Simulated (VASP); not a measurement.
# Si (I4_1/amd) in VASP: a series of runs

Runs on Si. Level: LDA. Tasks: single point, relaxation of cell and atoms.

Everything below comes from runs of VASP 6.6.1. Logs are shortened: lines on timing, memory, paths and dates and some standing lists are left out, and cuts for length are marked.

### 1 The cell of the first run

The structure is tetragonal, space group I4_1/amd (No. 141). Conventional cell: a = 4.718 Å, b = 4.718 Å, c = 2.578 Å, α = 90.00°, β = 90.00°, γ = 90.00°. Within 3.2 Å of Si (site symmetry -4m2) lie 10 Si at 2.45 to 3.05 Å.

### 2 Single point, LDA

Input file INCAR:

```
PREC     = Accurate       # precision mode
ENCUT    = 520            # plane-wave cutoff, eV
EDIFF    = 1E-7           # SCF threshold, eV
ISMEAR   = 0              # smearing method
SIGMA    = 0.1            # smearing width, eV
LREAL    = False          # projectors in reciprocal space
LASPH    = True           # aspherical terms in the spheres
NELM     = 100            # most SCF steps
ALGO     = Normal         # electronic algorithm
ISIF     = 2              # what is computed and relaxed
LWAVE    = False          # write WAVECAR
LCHARG   = True           # write CHGCAR
GGA      = CA             # functional
LELF     = True           # ELF
LVHAR    = True         
NBANDS   = 11             # bands
```

Input file KPOINTS:

```
Automatic mesh
0
Gamma
  18 18 18
```

Input file POSCAR:

```
Si
1.0
   -2.3591567885      2.3591567885      1.2891820971
    2.3591567885     -2.3591567885      1.2891820971
    2.3591567885      2.3591567885     -1.2891820971
Si
2
Direct
    0.0000000000      0.0000000000      0.0000000000
    0.7500000000      0.2500000000      0.5000000000
```

Potentials or basis: VASP PAW LDA potentials, release 64 (Si).

On the command line:

```
$ cat potpaw_LDA.64/Si/POTCAR > POTCAR
$ mpirun -np 1 vasp_std > vasp.out
```

OUTCAR:

```text
PREC = Accurate
   ENCUT = 520
   EDIFF = 1E-7
   ISMEAR = 0
   LREAL = False
   LASPH = True
   NELM = 100
   ISIF = 2
   GGA = CA

 ion  position               nearest neighbor table
   1  0.000  0.000  0.000-   2 2.45   2 2.45   2 2.45   2 2.45   2 3.05   2 3.05   2 3.05   2 3.05

   2  0.750  0.250  0.500-   1 2.45   1 2.45   1 2.45   1 2.45   1 3.05   1 3.05   1 3.05   1 3.05

  LATTYP: Found a body centered tetragonal cell.
 ALAT       =     4.7183135770
 C/A-ratio  =     0.5464588464

  Lattice vectors:

 A1 = (  -2.3591567885,   2.3591567885,   1.2891820971)
 A2 = (   2.3591567885,  -2.3591567885,   1.2891820971)
 A3 = (   2.3591567885,   2.3591567885,  -1.2891820971)

Analysis of symmetry for initial positions (statically):
=====================================================================
 Subroutine PRICEL returns:
 Original cell was already a primitive cell.

 Routine SETGRP: Setting up the symmetry group for a
 body centered tetragonal supercell.

 Subroutine GETGRP returns: Found 16 space group operations
 (whereof  8 operations were pure point group operations)
 out of a pool of 16 trial point group operations.

The static configuration has the point symmetry D_2d.
 The point group associated with its full space group is D_4h.

Analysis of symmetry for dynamics (positions and initial velocities):
=====================================================================
 Subroutine PRICEL returns:
 Original cell was already a primitive cell.

 Routine SETGRP: Setting up the symmetry group for a
 body centered tetragonal supercell.

 Subroutine GETGRP returns: Found 16 space group operations
 (whereof  8 operations were pure point group operations)
 out of a pool of 16 trial point group operations.

The dynamic configuration has the point symmetry D_2d.
 The point group associated with its full space group is D_4h.

 Subroutine INISYM returns: Found 16 space group operations
 (whereof  8 operations are pure point group operations),
 and found     1 'primitive' translations

----------------------------------------------------------------------------------------

                                     Primitive cell

  volume of cell :      28.7004

  direct lattice vectors                    reciprocal lattice vectors
    -2.359156788  2.359156788  1.289182097     0.000000000  0.211940132  0.387842804
     2.359156788 -2.359156788  1.289182097     0.211940132  0.000000000  0.387842804
     2.359156788  2.359156788 -1.289182097     0.211940132  0.211940132  0.000000000
[... 92 lines left out ...]
   POTIM  = 0.5000    time-step for ionic-motion
   TEBEG  =    0.0;   TEEND  =   0.0 temperature during run
   PSTRESS=    0.0 pullay stress
   NELECT =       8.0000    total number of electrons
   NUPDOWN=      -1.0000    fix difference up-down
   EMIN   =  10.00;   EMAX   =-10.00  energy-range for DOS
   EFERMI =   0.00;   METHOD = LEGACY
   ISMEAR =     0;   SIGMA  =   0.10  broadening in eV -4-tet -1-fermi 0-gaus
   EFERMI_NEDOS =   21; number of points for ismear=-14 and -15
   IALGO  =     38    algorithm
   IMIX   =      4    mixing-type and parameters
     AMIX     =   0.40;   BMIX     =  1.00
     AMIX_MAG =   1.60;   BMIX_MAG =  1.00
  volume/ion in A,a.u.               =      14.35        96.84
  Fermi-wavevector in a.u.,A,eV,Ry     =   1.069405  2.020882 15.559990  1.143627
  Thomas-Fermi vector in A             =   2.205083
   LORBIT       =      0    0 simple, 1 ext, 2 COOP (PROOUT), +10 PAW based schemes
   GGA     = CA    functional components
   LHFCALC =     F    Hartree Fock is set to
   AEXX    =    0.0000 exact exchange contribution
   IVDW    =     0    specifies the selected vdW correction
   LEPSILON=     F    determine dielectric tensor
   LRPA    =     F    only Hartree local field effects (RPA)
 non-spin polarized calculation
 Gauss-broadening in eV      SIGMA  =   0.10
  energy-cutoff  :      520.00
  volume of cell :       28.70
 maximum number of plane-waves:       789
   NGX = 13   NGY = 13   NGZ = 13

 number of electron       8.0000000 magnetization

 Free energy of the ion-electron system (eV)
  ---------------------------------------------------
  ext. energy  EPLUGINS =         0.00000000
  ---------------------------------------------------
  free energy    TOTEN  =       -11.49352988 eV

  energy without entropy =      -11.48951633  energy(sigma->0) =      -11.49152310

 E-fermi :   9.8869     XC(G=0): -11.2304

 val. band max:        9.8794060037   @ k =  -0.3333  -0.4444   0.0556
 cond. band min:       9.8881402697   @ k =  -0.2222   0.3333   0.1667
 fundamental gap:      0.0087342659
 Fermi energy:         9.8868581906

 k-point     1 :       0.0000    0.0000    0.0000
  band No.  band energies     occupation
      1      -4.3297      2.00000
      2       7.2396      2.00000
      3       7.2396      2.00000
      4       7.8788      2.00000
      5      11.2222      0.00000
      6      17.6808      0.00000
      7      19.0945      0.00000
      8      19.0945      0.00000
      9      19.8376      0.00000
     10      20.1668      0.00000
     11      20.9749      0.00000
[... 309 lines left out ...]
 k-point    24 :      -0.2222    0.0556    0.0000
  band No.  band energies     occupation
      1      -3.3916      2.00000
      2       5.3959      2.00000
      3       6.9591      2.00000
      4      10.6950      0.00000
      5      13.4957      0.00000
      6      14.0767      0.00000
      7      14.5780      0.00000
      8      16.7599      0.00000
      9      17.7005      0.00000
     10      19.1944      0.00000
     11      20.9399      0.00000

 [... further k-points ...]

------------------------ aborting loop because EDIFF is reached ----------------------------------------

  FORCE on cell =-STRESS in cart. coord.  units (eV):
  Direction    XX          YY          ZZ          XY          YZ          ZX
  --------------------------------------------------------------------------------------
  -------------------------------------------------------------------------------------
  Total        0.7341252      0.7341252      0.7352335      0.0000000     -0.0000000      0.0000000
  in kB       40.9819717     40.9819717     41.0438397      0.0000000     -0.0000000      0.0000000
  external PRESSURE =      41.0025944 kB  Pullay stress =       0.0000000 kB

 VOLUME and BASIS-vectors are now :
 -----------------------------------------------------------------------------
  energy-cutoff  :      520.00
  volume of cell :       28.70
      direct lattice vectors                 reciprocal lattice vectors
    -2.359156788  2.359156788  1.289182097     0.000000000  0.211940132  0.387842804
     2.359156788 -2.359156788  1.289182097     0.211940132  0.000000000  0.387842804
     2.359156788  2.359156788 -1.289182097     0.211940132  0.211940132  0.000000000

 POSITION                                       TOTAL-FORCE (eV/Angst)
 -----------------------------------------------------------------------------------
      0.00000      0.00000      0.00000         0.000000     -0.000000     -0.000000
      0.00000      2.35916      0.64459        -0.000000      0.000000      0.000000
 -----------------------------------------------------------------------------------
    total drift:                                0.000000     -0.000000     -0.000000

  FREE ENERGIE OF THE ION-ELECTRON SYSTEM (eV)
  ---------------------------------------------------
  free  energy   TOTEN  =       -11.4935298750 eV

  energy  without entropy=      -11.4895163264  energy(sigma->0) =      -11.49152310
```

OSZICAR:

```text
N       E                     dE             d eps       ncg     rms          rms(c)
DAV:   1     0.353596212571E+01    0.35360E+01   -0.34000E+03 10600   0.584E+02
DAV:   2    -0.111074605613E+02   -0.14643E+02   -0.14082E+02 13638   0.851E+01
DAV:   3    -0.115266191801E+02   -0.41916E+00   -0.41603E+00 13694   0.113E+01
DAV:   4    -0.115284335136E+02   -0.18143E-02   -0.18139E-02 12729   0.932E-01
DAV:   5    -0.115284417388E+02   -0.82252E-05   -0.82251E-05 13460   0.575E-02    0.466E+00
DAV:   6    -0.115069148388E+02    0.21527E-01   -0.29000E-03 12268   0.265E-01    0.269E+00
DAV:   7    -0.114936034545E+02    0.13311E-01   -0.64106E-03 11846   0.407E-01    0.188E-01
DAV:   8    -0.114935364339E+02    0.67021E-04   -0.41062E-04 12841   0.115E-01    0.328E-02
DAV:   9    -0.114935304072E+02    0.60267E-05   -0.10545E-05 13166   0.200E-02    0.148E-02
DAV:  10    -0.114935298683E+02    0.53894E-06   -0.15703E-06 13655   0.622E-03    0.411E-03
DAV:  11    -0.114935298750E+02   -0.67472E-08   -0.98973E-08  8361   0.199E-03
   1 F= -.11493530E+02 E0= -.11491523E+02  d E =-.401355E-02
```

Run time: 2.8 min. Hardware: 1 thread of Intel Xeon 8259CL, shared host; peak memory 0.23 GiB.

What came out:

| Item | Value |
| --- | --- |
| Free energy | -11.4935 eV |
| Pressure | 4.1 GPa |
| Band gap on the k mesh | zero (bands 4 and 5 overlap by 6.71 eV) |

Caveat: the cell stands under pressure.

### 3 Relaxation of cell and atoms, LDA, target pressure 4 GPa, at which the enthalpy is minimised

This run uses another cell than the first one, of 14.78 Å³/atom.

Input file INCAR:

```
SYSTEM = Si
  PREC = Accurate
  ENCUT = 600
  EDIFF = 1E-6
  ISMEAR = 0
  SIGMA = 0.1
  LREAL = .FALSE.
  LASPH = .TRUE.
  NELM = 80
  ALGO = Normal
  ISIF = 3
  LWAVE = .FALSE.
  LCHARG = .FALSE.
  GGA = CA
  IBRION = 2
  NSW = 80
  EDIFFG = -0.003
  PSTRESS = 40.0
```

Input file KPOINTS:

```
regular mesh
0
G
  18 18 18
  0 0 0
```

Input file POSCAR:

```
Si
1.0
   -2.3750000000      2.3750000000      1.3100000000
    2.3750000000     -2.3750000000      1.3100000000
    2.3750000000      2.3750000000     -1.3100000000
Si
2
Direct
    0.0000000000      0.0000000000      0.0000000000
    0.7500000000      0.2500000000      0.5000000000
```

Potentials or basis: VASP PAW LDA potentials, release 64 (Si).

On the command line:

```
$ cat potpaw_LDA.64/Si/POTCAR > POTCAR
$ mpirun -np 1 vasp_std > vasp.out
```

It took 8.4 min on 1 thread of Intel Xeon 8259CL, shared host; peak memory 0.24 GiB.

The run converged. Its results:

- Free energy: -11.4943 eV
- Relaxed volume: 14.36 Å³/atom
- Relaxed cell: a = 3.577 Å, b = 3.577 Å, c = 3.577 Å, α = 97.47°, β = 97.47°, γ = 137.74°
- Space group after relaxing (to 0.1 Å): I4_1/amd (No. 141)
- Energy change on relaxing (the run minimises the enthalpy): +5.5 meV/atom
- Ionic steps: 8
- Pressure after relaxing: 4.0 GPa
- Band gap on the k mesh: zero (bands 4 and 5 overlap by 6.71 eV)

Step by step:
```
step  energy change (eV)  largest force (eV/Å)  pressure (GPa)  volume (Å³)
   1              0.0000                0.0000            0.46        29.56
   2              0.0291                0.0000            6.71        28.18
   3              0.0112                0.0000            4.07        28.72
   4              0.0109                0.0000            4.03        28.72
   5              0.0109                0.0000            4.02        28.72
   6              0.0109                0.0000            4.02        28.72
   7              0.0109                0.0000            4.02        28.72
   8              0.0109                0.0000            4.02        28.72
```

Final structure:
```
Si
1.0
    -2.35950    2.35950    1.28966
     2.35950   -2.35950    1.28966
     2.35950    2.35950   -1.28966
Si
2
Direct
  0.00000 0.00000 0.00000
  0.75000 0.25000 0.50000
```

Levels at points of the mesh, in eV from the Fermi level:
| k point | band 1 | band 2 | band 3 | band 4 | band 5 | band 6 | band 7 | band 8 |
| --- | --- | --- | --- | --- | --- | --- | --- | --- |
| (0.00, 0.00, 0.00) | -14.21 | -2.64 | -2.64 | -2.01 | 1.34 | 7.79 | 9.20 | 9.20 |
| (0.50, 0.00, 0.00) | -7.65 | -7.00 | -2.23 | -1.74 | -1.41 | 0.99 | 4.69 | 5.60 |
| (0.50, 0.50, 0.00) | -11.02 | -11.02 | 0.25 | 0.25 | 2.53 | 2.53 | 8.92 | 8.92 |
| (0.50, 0.50, 0.50) | -8.52 | -8.52 | -7.12 | -7.12 | 6.21 | 6.21 | 13.41 | 13.41 |

Caveat: the cell is relaxed towards a set pressure, so the run minimises the enthalpy, not the energy.
